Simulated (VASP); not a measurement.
Wanted: the native input for a VASP 6.6.1 run.

* Task: single point
* Functional: r2SCAN
* Potentials or basis: VASP PAW PBE potentials, release 64 (Ga_d, Cu, Se)
* Cutoff: 520 eV
* k mesh: 6 × 6 × 6
* Occupations: methfessel-paxton, width 0.05 eV
* Spin: no spin polarisation
* Dipole correction: no
* Further INCAR settings: ALGO = Normal; EDIFF = 1e-06; NBANDS = 46

GaCuSe2:

```
Ga Cu Se
1.0
    -2.61366    2.61366    5.34812
     2.61366   -2.61366    5.34812
     2.61366    2.61366   -5.34812
Ga Cu Se
2 2 4
Direct
  0.00000 0.00000 0.00000
  0.75000 0.25000 0.50000
  0.25000 0.75000 0.50000
  0.50000 0.50000 0.00000
  0.75244 0.75244 0.00000
  0.24756 0.24756 0.00000
  0.99756 0.49756 0.50000
  0.50244 0.00244 0.50000
```

These files were run (other wordings do the same):

POSCAR

```
GaCuSe2
1.0
   -2.6136572884      2.6136572884      5.3481246741
    2.6136572884     -2.6136572884      5.3481246741
    2.6136572884      2.6136572884     -5.3481246741
Ga Cu Se
2 2 4
Direct
    0.0000000000      0.0000000000      0.0000000000
    0.7500000000      0.2500000000      0.5000000000
    0.2500000000      0.7500000000      0.5000000000
    0.5000000000      0.5000000000      0.0000000000
    0.7524383099      0.7524383099      0.0000000000
    0.2475616901      0.2475616901      0.0000000000
   -0.0024383099      0.4975616901      0.5000000000
    0.5024383099      1.0024383099      0.5000000000
```

INCAR.step1

```
ALGO = Normal
EDIFF = 1E-4
ENCUT = 520
GGA = PE
ISMEAR = 1
LASPH = T
LCHARG = F
LREAL = F
LWAVE = T
NBANDS = 46
NELM = 60
PREC = Accurate
SIGMA = 0.05
```

INCAR.step2

```
ALGO = Normal
EDIFF = 1E-6
ENCUT = 520
ISIF = 2
ISMEAR = 1
ISTART = 1
LASPH = T
LCHARG = F
LMIXTAU = T
LREAL = F
LWAVE = F
METAGGA = R2SCAN
NBANDS = 46
NELM = 60
PREC = Accurate
SIGMA = 0.05
```

KPOINTS

```
k-points
0
Gamma
  6 6 6
```

Potentials or basis: VASP PAW PBE potentials, release 64 (Ga_d, Cu, Se).

The run is started by

```bash
$ cat potpaw_PBE.64/Ga_d/POTCAR potpaw_PBE.64/Cu/POTCAR potpaw_PBE.64/Se/POTCAR > POTCAR
$ cp INCAR.step1 INCAR
$ mpirun -np 1 vasp_std > vasp.out
$ cp INCAR.step2 INCAR
$ mpirun -np 1 vasp_std > vasp.out
```

Results of the run:

```json
{
 "Pressure": "0.1 GPa",
 "Largest force": "0.008 eV/Å",
 "Band gap on the k mesh": "zero (bands 36 and 37 overlap by 2.05 eV)"
}
```

Caveat: the PAW data sets were made with another functional, which shifts forces and pressure a little.

Run time: 14 min on 1 thread of Intel(R) Xeon(R) Platinum 8488C (Sapphire Rapids), with other jobs on the host, peak memory 0.48 GiB.
